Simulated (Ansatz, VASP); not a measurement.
## Two plane-wave programs on Al

INCAR

```
SYSTEM = Al
ALGO = Normal
EDIFF = 1E-6
ENCUT = 520
GGA = PE
ISIF = 2
ISMEAR = 0
LASPH = .TRUE.
LCHARG = .FALSE.
LREAL = .FALSE.
LWAVE = .FALSE.
NBANDS = 8
NELM = 100
PREC = Accurate
SIGMA = 0.15
```

The input KPOINTS:

```
k-points
0
G
  20 20 20
  0 0 0
```

File POSCAR:

```
Al
1.0
    0.0000000000      2.0239800000      1.8620616000
    2.0239800000      0.0000000000      1.8620616000
    2.0239800000      2.0239800000      0.0000000000
Al
1
Direct
    0.0000000000      0.0000000000      0.0000000000
```

Input for Ansatz:

```yaml
crystal:
  lattice:
    - [0.0, 2.02398, 1.8620616]
    - [2.02398, 0.0, 1.8620616]
    - [2.02398, 2.02398, 0.0]
  atoms:
    - { symbol: Al, position: [0.0, 0.0, 0.0] }
basis:
  ecutwfc: 420
kpoints:
  mp_grid: { grid: [20, 20, 20] }
hamiltonian:
  xc: pbe
scf:
  occupations: { method: gaussian, width: 0.15 }
output:
  forces: true
  stress: true
  eigenvalues: true
```

Change from the starting cell: strain +0.000 along x and y, -0.080 along z, atoms carried along.

Alike in both runs: task single point; functional PBE; k mesh 20 × 20 × 20; occupations gaussian, width 0.15 eV; no spin polarisation.

|  | VASP | Ansatz |
| --- | --- | --- |
| version | VASP 6.6.1 | Ansatz 0.2.0 |
| potentials or method | VASP PAW PBE potentials, release 64 (Al), cutoff 520 eV | scalar-relativistic, plane waves, PAW |
| valence electrons in the cell | 3 | 3 |

Ansatz gave:

| Item | Value |
| --- | --- |
| gap on the k mesh at the Fermi level (eV) | none |
| pressure (GPa) | 7.8 |
| traceless stress, the component that is largest in VASP (GPa) | 3.48 |

Task: What did VASP give for the same quantities?

Result: gap on the k mesh at the Fermi level (eV): none; pressure (GPa): 7.8; traceless stress, the component that is largest in VASP (GPa): 3.49.

A gap of «none» marks a metal or a gap that the smearing closes.
